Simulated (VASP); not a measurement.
The system is TiO.

```
Ti O
1.0
     2.85161    0.00000    0.00000
    -1.42580    2.46956    0.00000
     0.00000    0.00000    5.56750
Ti O
2 2
Direct
  0.33333 0.66667 0.25000
  0.66667 0.33333 0.75000
  0.00000 0.00000 0.00000
  0.00000 0.00000 0.50000
```

```yaml
Program: VASP 6.6.1
Task: relaxation of cell and atoms
Functional: PBEsol
Potentials_or_basis: VASP PAW PBE potentials, release 64 (Ti_sv, O)
Cutoff: 600 eV
k_mesh: 18 × 18 × 8
Occupations: gaussian, width 0.1 eV
Spin: no spin polarisation
```

At the start: pressure -9.5 GPa; volume 9.80 Å³/atom.

Q: How do energy, volume and symmetry change on relaxing?

A: Over 6 steps the energy falls by 12.6 meV/atom and the volume is 9.40 Å³/atom (-4.1 %); space group P6_3/mmc (No. 194, to 0.1 Å) before and after.

Step by step:
| step | energy change (eV) | largest force (eV/Å) | pressure (GPa) | volume (Å³) |
| --- | --- | --- | --- | --- |
| 1 | 0.0000 | 0.0000 | -9.49 | 39.21 |
| 2 | 0.0098 | 0.0000 | 12.33 | 36.00 |
| 3 | -0.0498 | 0.0000 | 0.01 | 37.63 |
| 4 | -0.0498 | 0.0000 | 0.20 | 37.60 |
| 5 | -0.0502 | 0.0000 | 0.17 | 37.61 |
| 6 | -0.0502 | 0.0000 | 0.11 | 37.61 |

Final structure:
```xyz
4
Lattice="2.8200 0.0000 0.0000 -1.4100 2.4422 0.0000 0.0000 0.0000 5.4609" Properties=species:S:1:pos:R:3 pbc="T T T"
Ti    0.0000    1.6281    1.3652
Ti    1.4100    0.8141    4.0957
O     2.8200    0.0000    0.0000
O     2.8200    0.0000    2.7305
```

Caveat: the PAW data sets were made with another functional, which shifts forces and pressure a little.
